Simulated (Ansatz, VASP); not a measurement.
# H2O in VASP and in Ansatz

```xyz
3
Lattice="5.7103 0.0000 0.0000 0.0000 5.7103 0.0000 0.0000 0.0000 24.0567" Properties=species:S:1:pos:R:3 pbc="T T T"
O     0.0047    1.4274   15.9308
H     0.8199    1.4220   16.4817
H    -0.8044    1.4239   16.4903
```

Alike in both runs: task single point; functional PBE; dispersion D3(BJ); k mesh 4 × 4 × 1; occupations gaussian, width 0.1 eV; no spin polarisation.

```csv
,VASP,Ansatz
version,VASP 6.6.1,Ansatz 0.2.0
potentials or method,"VASP PAW PBE potentials, release 64 (O, H), cutoff 520 eV","scalar-relativistic, plane waves, PAW"
valence electrons in the cell,8,8
```

VASP gave:

```
gap on the k mesh at the Fermi level (eV) : 5.21
rms of the force components (eV/Å)        : 0.423
```

Question: What did Ansatz give for the same quantities?

Answer: gap on the k mesh at the Fermi level (eV): 5.23; rms of the force components (eV/Å): 0.471.

Atom by atom the forces differ by 0.050 eV/Å (rms over components).
